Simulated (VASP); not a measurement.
# As in VASP: notebook

As is run at these levels: PBE+D3(BJ); tasks: single point.

All numbers are computed with VASP 6.6.1; they aren't measurements. Logs are shortened: lines on timing, memory, paths and dates and some standing lists are left out, and cuts for length are marked.

## Step 1: The cell of the first run

The cell holds a slab with vacuum, 4 atoms: a = 3.571 Å, b = 3.571 Å, c = 20.295 Å, α = 90.00°, β = 90.00°, γ = 120.00°.

## Step 2: Single point, PBE+D3(BJ) (layers slid over each other)

INCAR reads:

```
PREC = Accurate
ENCUT = 520
EDIFF = 1E-6
ISMEAR = 0
SIGMA = 0.05
LREAL = F
LASPH = T
NELM = 120
ALGO = Normal
ISIF = 2
LWAVE = F
LCHARG = T
LDIPOL = T
IDIPOL = 3
DIPOL = 0.5 0.5 0.407
GGA = PE
IVDW = 12
LELF = T
LVHAR = T
LVACPOTAV = T
NBANDS = 38
GGA_COMPAT = F
NELMDL = -8
```

KPOINTS reads:

```
regular mesh
0
Gamma
  9 9 1
```

POSCAR reads:

```
As
1.0
    3.5713380906      0.0000000000      0.0000000000
   -1.7856690453      3.0928695120      0.0000000000
    0.0000000000      0.0000000000     20.2952802043
As
4
Direct
    0.3333333333      0.6666666667      0.2905917062
    0.6666666667      0.3333333333      0.2217264287
    0.8333333333      0.3333333333      0.5920233711
    0.5000000000      0.6666666667      0.5231580937
```

Potentials or basis: VASP PAW PBE potentials, release 64 (As_d).

On the command line:

```
cat potpaw_PBE.64/As_d/POTCAR > POTCAR
mpirun -np 1 vasp_std > vasp.out
```

OUTCAR:

```text
PREC = Accurate
   ENCUT = 520
   EDIFF = 1E-6
   ISMEAR = 0
   LREAL = F
   LASPH = T
   NELM = 120
   ISIF = 2
   GGA = PE
   IVDW = 12
   NELMDL = -8
 IVDW          = 12

 ion  position               nearest neighbor table
   1  0.333  0.667  0.291-   2 2.49   2 2.49   2 2.49
   2  0.667  0.333  0.222-   1 2.49   1 2.49   1 2.49
   3  0.833  0.333  0.592-   4 2.49   4 2.49   4 2.49
   4  0.500  0.667  0.523-   3 2.49   3 2.49   3 2.49

  LATTYP: Found a hexagonal cell.
 ALAT       =     3.5713380906
 C/A-ratio  =     5.6828224294

  Lattice vectors:

 A1 = (   3.5713380906,   0.0000000000,   0.0000000000)
 A2 = (  -1.7856690453,   3.0928695120,   0.0000000000)
 A3 = (   0.0000000000,   0.0000000000,  20.2952802043)

Analysis of symmetry for initial positions (statically):
=====================================================================
 Subroutine PRICEL returns:
 Original cell was already a primitive cell.

 Routine SETGRP: Setting up the symmetry group for a
 hexagonal supercell.

 Subroutine GETGRP returns: Found  2 space group operations
 (whereof  1 operations were pure point group operations)
 out of a pool of 24 trial point group operations.

The static configuration has the point symmetry C_1 .
 The point group associated with its full space group is C_2 .

Analysis of symmetry for dynamics (positions and initial velocities):
=====================================================================
 Subroutine PRICEL returns:
 Original cell was already a primitive cell.

 Routine SETGRP: Setting up the symmetry group for a
 hexagonal supercell.

 Subroutine GETGRP returns: Found  2 space group operations
 (whereof  1 operations were pure point group operations)
 out of a pool of 24 trial point group operations.

The dynamic configuration has the point symmetry C_1 .
 The point group associated with its full space group is C_2 .

 Subroutine INISYM returns: Found  2 space group operations
 (whereof  1 operations are pure point group operations),
 and found     1 'primitive' translations

----------------------------------------------------------------------------------------

                                     Primitive cell

  volume of cell :     224.1752

  direct lattice vectors                    reciprocal lattice vectors
     3.571338091  0.000000000  0.000000000     0.280007094  0.161662171  0.000000000
    -1.785669045  3.092869512  0.000000000     0.000000000  0.323324342  0.000000000
     0.000000000  0.000000000 20.295280204     0.000000000  0.000000000  0.049272540

[... 92 lines left out ...]
   ISIF   =      2    stress and relaxation
   ISYM   =      2    0-nonsym 1-usesym 2-fastsym
   POTIM  = 0.5000    time-step for ionic-motion
   TEBEG  =    0.0;   TEEND  =   0.0 temperature during run
   PSTRESS=    0.0 pullay stress
   NELECT =      60.0000    total number of electrons
   NUPDOWN=      -1.0000    fix difference up-down
   EMIN   =  10.00;   EMAX   =-10.00  energy-range for DOS
   EFERMI =   0.00;   METHOD = LEGACY
   ISMEAR =     0;   SIGMA  =   0.05  broadening in eV -4-tet -1-fermi 0-gaus
   EFERMI_NEDOS =   21; number of points for ismear=-14 and -15
   IALGO  =     38    algorithm
   IMIX   =      4    mixing-type and parameters
     AMIX     =   0.40;   BMIX     =  1.00
     AMIX_MAG =   1.60;   BMIX_MAG =  1.00
  volume/ion in A,a.u.               =      56.04       378.20
  Fermi-wavevector in a.u.,A,eV,Ry     =   1.055025  1.993708 15.144339  1.113078
  Thomas-Fermi vector in A             =   2.190207
   LORBIT       =      0    0 simple, 1 ext, 2 COOP (PROOUT), +10 PAW based schemes
   GGA     = PE    functional components
   LHFCALC =     F    Hartree Fock is set to
   AEXX    =    0.0000 exact exchange contribution
   IVDW    =    12    specifies the selected vdW correction
   LEPSILON=     F    determine dielectric tensor
   LRPA    =     F    only Hartree local field effects (RPA)
 non-spin polarized calculation
 Gauss-broadening in eV      SIGMA  =   0.05
  energy-cutoff  :      520.00
  volume of cell :      224.18
 maximum number of plane-waves:      6099
   NGX = 13   NGY = 13   NGZ = 75

 dipolmoment           0.000000      0.000000     -0.000012 electrons x Angstroem

 number of electron      60.0000000 magnetization

 dipolmoment           0.000000      0.000000      0.000003 electrons x Angstroem

 Free energy of the ion-electron system (eV)
  ---------------------------------------------------
  ext. energy  EPLUGINS =         0.00000000
  ---------------------------------------------------
  free energy    TOTEN  =       -18.70943994 eV

  energy without entropy =      -18.70943994  energy(sigma->0) =      -18.70943994

 E-fermi :  -1.9169     XC(G=0):  -5.1099

 val. band max:       -2.1483739634   @ k =   0.0000   0.0000   0.0000
 cond. band min:      -0.7188325711   @ k =   0.0000   0.3333   0.0000
 fundamental gap:      1.4295413924
 Fermi energy:        -1.9168554626

 k-point     1 :       0.0000    0.0000    0.0000
  band No.  band energies     occupation
      1     -37.3632      2.00000
      2     -37.3632      2.00000
      3     -37.3632      2.00000
      4     -37.3632      2.00000
      5     -37.3228      2.00000
      6     -37.3228      2.00000
[... 973 lines left out ...]
     37       5.1005      0.00000
     38       5.4361      0.00000

 [... further k-points ...]

------------------------ aborting loop because EDIFF is reached ----------------------------------------

 Edisp (eV)   -0.93898

 E8    (eV) :    -0.4101

  FORCE on cell =-STRESS in cart. coord.  units (eV):
  Direction    XX          YY          ZZ          XY          YZ          ZX
  --------------------------------------------------------------------------------------
  -------------------------------------------------------------------------------------
  Total      -0.00279    -0.00361    -0.23633     0.00000     0.00000     0.00942
  in kB      -0.01996    -0.02579    -1.68908     0.00000     0.00000     0.06734
  external pressure =       -0.58 kB  Pullay stress =        0.00 kB

 VOLUME and BASIS-vectors are now :
 -----------------------------------------------------------------------------
  energy-cutoff  :      520.00
  volume of cell :      224.18
      direct lattice vectors                 reciprocal lattice vectors
     3.571338091  0.000000000  0.000000000     0.280007094  0.161662171  0.000000000
    -1.785669045  3.092869512  0.000000000     0.000000000  0.323324342  0.000000000
     0.000000000  0.000000000 20.295280204     0.000000000  0.000000000  0.049272540

 POSITION                                       TOTAL-FORCE (eV/Angst)
 -----------------------------------------------------------------------------------
     -0.00000      2.06191      5.89764        -0.000935     -0.000271      0.072603
      1.78567      1.03096      4.50000        -0.000942      0.000271     -0.014072
      2.38089      1.03096     12.01528         0.000942      0.000271      0.014072
      0.59522      2.06191     10.61764         0.000935     -0.000271     -0.072603
 -----------------------------------------------------------------------------------
    total drift:                               -0.000106      0.000093      0.000348

  FREE ENERGIE OF THE ION-ELECTRON SYSTEM (eV)
  ---------------------------------------------------
  free  energy   TOTEN  =       -19.6484195576 eV

  energy  without entropy=      -19.6484195576  energy(sigma->0) =      -19.64841956

 vacuum level on the upper side and lower side of the slab         3.127         3.127
```

It took 3.6 min on 1 thread of AMD EPYC 9R45 (Zen 5), shared host; peak memory 0.38 GiB.

Results:

```
Free energy                : -19.6484 eV
Largest force              : 0.073 eV/Å
Band gap on the k mesh     : 1.43 eV (least direct gap 1.95 eV)
Dispersion energy per atom : -0.235 eV
```

Forces on the atoms (eV/Å):
```
As  -0.001  0.000  0.073
As  -0.001  0.000 -0.014
As   0.001  0.000  0.014
As   0.001  0.000 -0.073
```

Caveat: the cell differs from its parent crystal (layers slid over each other).

## Step 3: Single point, PBE+D3(BJ) (layers slid over each other)

INCAR reads:

```
PREC = Accurate
ENCUT = 520
EDIFF = 1E-6
ISMEAR = 0
SIGMA = 0.05
LREAL = F
LASPH = T
NELM = 120
ALGO = Normal
ISIF = 2
LWAVE = F
LCHARG = F
LDIPOL = T
IDIPOL = 3
DIPOL = 0.5 0.5 0.369
GGA = PE
IVDW = 12
NBANDS = 38
GGA_COMPAT = F
NELMDL = -8
```

KPOINTS reads:

```
Automatic mesh
0
Gamma
  9 9 1
```

Edit POSCAR of step 2 so:

```diff
@@ -10,3 +10,3 @@
     0.6666666667      0.3333333333      0.2217264287
-    0.8333333333      0.3333333333      0.5920233711
-    0.5000000000      0.6666666667      0.5231580937
+    0.8333333333      0.3333333333      0.5166363853
+    0.5000000000      0.6666666667      0.4477711079
```

Potentials or basis: VASP PAW PBE potentials, release 64 (As_d).

On the command line:

```
cat potpaw_PBE.64/As_d/POTCAR > POTCAR
mpirun -np 1 vasp_std > vasp.out
```

Run time: 3.3 min. Hardware: 1 thread of AMD EPYC 9R45 (Zen 5), shared host; peak memory 0.39 GiB.

The run converged. Its results:

| Item | Value |
| --- | --- |
| Free energy | -19.6279 eV |
| Largest force | 0.278 eV/Å |
| Band gap on the k mesh | 0.69 eV (least direct gap 1.25 eV) |
| Dispersion energy per atom | -0.276 eV |

Forces on the atoms (eV/Å):
```
As  -0.122  0.002 -0.250
As  -0.050 -0.002 -0.093
As   0.050 -0.002  0.093
As   0.122  0.002  0.250
```

Levels at points of the mesh, in eV from the valence-band top:
| k point | band 27 | band 28 | band 29 | band 30 | band 31 | band 32 | band 33 | band 34 |
| --- | --- | --- | --- | --- | --- | --- | --- | --- |
| (0.00, 0.00, 0.00) | -0.52 | -0.44 | -0.42 | -0.15 | 1.45 | 2.12 | 2.93 | 2.97 |

Caveat: the cell differs from its parent crystal (layers slid over each other).

[end of part 1 of 2]
